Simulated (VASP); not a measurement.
Crystal: BP (WC type).

```
CELL_PARAMETERS angstrom
2.97057 0.00000 0.00000
-1.48529 2.57259 0.00000
0.00000 0.00000 2.91116
ATOMIC_POSITIONS crystal
B 0.00000 0.00000 0.00000
P 0.33333 0.66667 0.50000
```

| Item | Value |
| --- | --- |
| Program | VASP 6.6.1 |
| Task | relaxation of cell and atoms |
| Functional | PBE |
| Potentials or basis | VASP PAW PBE potentials, release 64 (B, P) |
| Cutoff | 600 eV |
| k mesh | 13 × 13 × 11 |
| Occupations | fermi-dirac, width 0.08 eV |
| Spin | no spin polarisation |

At the start: pressure -10.1 GPa; volume 11.12 Å³/atom.

Problem. Where does the relaxation end?

Solution. Over 12 steps the energy falls by 61.3 meV/atom and the volume is 10.42 Å³/atom (-6.3 %); space group P-6m2 (No. 187, to 0.05 Å).

The path:
```csv
step,energy change (eV),largest force (eV/Å),pressure (GPa),volume (Å³)
1,0.0000,0.0000,-10.14,22.25
2,-0.1034,0.0000,5.91,20.03
3,-0.1090,0.0000,2.57,20.40
4,-0.1192,0.0000,0.74,20.71
5,-0.1209,0.0000,-0.19,20.86
6,-0.1204,0.0000,-2.05,21.15
7,-0.1216,0.0000,-0.80,20.95
8,-0.1217,0.0000,-1.23,21.02
9,-0.1217,0.0000,-1.09,21.00
10,-0.1225,0.0000,0.16,20.83
11,-0.1225,0.0000,-0.12,20.86
12,-0.1226,0.0000,0.00,20.84
```

Final structure:
```
B P
1.0
     3.00777    0.00000    0.00000
    -1.50389    2.60481    0.00000
     0.00000    0.00000    2.66059
B P
1 1
Direct
  0.00000 0.00000 0.00000
  0.33333 0.66667 0.50000
```
